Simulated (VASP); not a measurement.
Runs of VASP 6.6.1 on Li2BrF. The structure is that of space group P4/mmm (No. 123), or close to it. The cells are those of the table. 

```csv
cell,gap on the mesh (eV)
"a = 3.552, b = 3.552, c = 4.823 Å, 4 atoms",5.52
"a = 3.611, b = 3.611, c = 4.902 Å, 4 atoms",(b)
"a = 3.667, b = 3.667, c = 4.979 Å, 4 atoms",5.27
"a = 3.492, b = 3.492, c = 4.742 Å, 4 atoms",(a)
"a = 3.430, b = 3.430, c = 4.657 Å, 4 atoms",5.34
```

Alike in all rows: task single point; level PBE; potentials or basis VASP PAW PBE potentials, release 64 (F, Li_sv, Br); no spin polarisation; k mesh 4 × 4 × 4; cutoff (eV) 520; smearing gaussian 0.01 eV.

Task: Estimate the missing entries.

Result: (a) 5.44; (b) 5.42.

Caveats: all runs use coarse meshes.

A k mesh can miss the band edges, and the runs leave out spin-orbit coupling on Br.
